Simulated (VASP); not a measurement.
# Ta: single point with PBE

Crystal: Ta.

```
Ta
1.0
     0.00000    2.34601    2.34601
     2.34601    0.00000    2.34601
     2.34601    2.34601    0.00000
Ta
2
Direct
  0.87500 0.87500 0.87500
  0.12500 0.12500 0.12500
```

| Property | Result |
| --- | --- |
| Program | VASP 6.6.1 |
| Task | single point |
| Functional | PBE |
| Potentials or basis | VASP PAW PBE potentials, release 64 (Ta_pv) |
| Cutoff | 520 eV |
| k mesh | 14 × 14 × 14 |
| Occupations | fermi-dirac, width 0.05 eV |
| Spin | no spin polarisation |
| Dipole correction | no |
| Further INCAR settings | ALGO = Normal; EDIFF = 1e-07; NBANDS = 18 |

```yaml
Pressure: 272.4 GPa
Band_gap_on_the_k_mesh: zero (band 11 reaches 10.65 eV, above the bottom of band 12 at 6.34 eV)
```

Levels at points of the mesh, in eV from the Fermi level:
| k point | band 9 | band 10 | band 11 | band 12 | band 13 | band 14 |
| --- | --- | --- | --- | --- | --- | --- |
| (0.00, 0.00, 0.00) | -5.06 | -0.93 | -0.93 | -0.93 | 4.55 | 4.55 |
| (0.50, 0.00, 0.00) | -4.36 | -3.49 | -2.45 | -2.45 | 2.82 | 7.42 |
| (0.50, 0.50, 0.00) | -2.37 | -2.37 | 1.17 | 1.17 | 2.94 | 2.94 |

It took 39 s on 1 thread of Intel(R) Xeon(R) Platinum 8375C CPU @ 2.90GHz (Ice Lake) (shared host), peak memory 0.18 GiB.

Caveat: spin-orbit coupling is left out, which moves the levels of the heavy elements.
